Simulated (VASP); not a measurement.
Here is a VASP 6.6.1 calculation.

File INCAR:

```
SYSTEM = TbHgB4
PREC = Accurate
ENCUT = 500
EDIFF = 1E-7
ISMEAR = 0
SIGMA = 0.2
LREAL = .FALSE.
LASPH = .TRUE.
NELM = 200
ALGO = Normal
ISIF = 3
LWAVE = .FALSE.
LCHARG = .FALSE.
GGA = PE
IBRION = 2
NSW = 36
EDIFFG = -0.08
GGA_COMPAT = .FALSE.
NELMIN = 4
LMAXMIX = 6
```

The input KPOINTS:

```
Automatic mesh
0
G
  4 4 4
  0 0 0
```

File POSCAR:

```
TbHgB4
1.0
   -2.5978160100      2.7722439200      3.0250945300
    2.5978160100     -2.7722439200      3.0250945300
    2.5978160100      2.7722439200     -3.0250945300
Tb B Hg
1 4 1
Direct
    0.0000000000      0.0000000000      0.0000000000
    0.3264658900      0.3483286100      0.6747945000
    0.3264658900      0.6516713900      0.9781372700
    0.6735341100      0.6516713900      0.3252055000
    0.6735341100      0.3483286100      0.0218627300
    0.0000000000      0.5000000000      0.5000000000
```

Potentials or basis: VASP PAW PBE potentials, release 64 (Tb_3, B, Hg), 4f in core.

Launch:

```console
$ cat potpaw_PBE.64/Tb_3/POTCAR potpaw_PBE.64/B/POTCAR potpaw_PBE.64/Hg/POTCAR > POTCAR
$ mpirun -np 1 vasp_std > vasp.out
```

Problem. Predict the relaxed volume.

Solution. 14.93 Å³/atom.

Problem. Predict the space group after relaxing (to 0.1 Å).

Solution. Immm (No. 71).

The path:
| step | energy change (eV) | largest force (eV/Å) | pressure (GPa) | volume (Å³) |
| --- | --- | --- | --- | --- |
| 1 | 0.0000 | 6.2657 | 28.94 | 87.14 |
| 2 | -2.6892 | 1.9952 | -13.49 | 121.79 |
| 3 | -4.1946 | 1.5868 | -10.85 | 104.87 |
| 4 | -3.8559 | 7.3292 | 8.05 | 93.39 |
| 5 | -4.8556 | 1.0705 | -4.35 | 99.07 |
| 6 | -4.8563 | 1.1461 | -4.16 | 98.96 |
| 7 | -5.1413 | 0.3652 | -1.26 | 93.04 |
| 8 | -5.1743 | 0.6125 | 0.55 | 90.71 |
| 9 | -5.3136 | 0.3369 | 1.19 | 88.69 |
| 10 | -5.3542 | 0.1984 | 2.37 | 86.95 |
| 11 | -5.3645 | 0.4293 | -1.56 | 89.43 |
| 12 | -5.3725 | 0.3017 | -0.06 | 88.42 |
| 13 | -5.3856 | 0.2002 | -0.19 | 89.22 |
| 14 | -5.3860 | 0.2426 | -0.21 | 89.38 |
| 15 | -5.3919 | 0.0109 | -0.08 | 89.58 |

Caveat: the k points lie up to 0.39 Å⁻¹ apart in the final cell, too coarse for converged energies and pressures of a metal; spin-orbit coupling is left out, which moves the levels of the heavy elements; the 4f electrons are frozen in the core, so they carry no moment and show no levels; an odd number of electrons without spin polarisation forces a metal; a magnetic or distorted state may lie lower. Spin polarisation is off, so any magnetic state and its effect on volume and gap are missing.
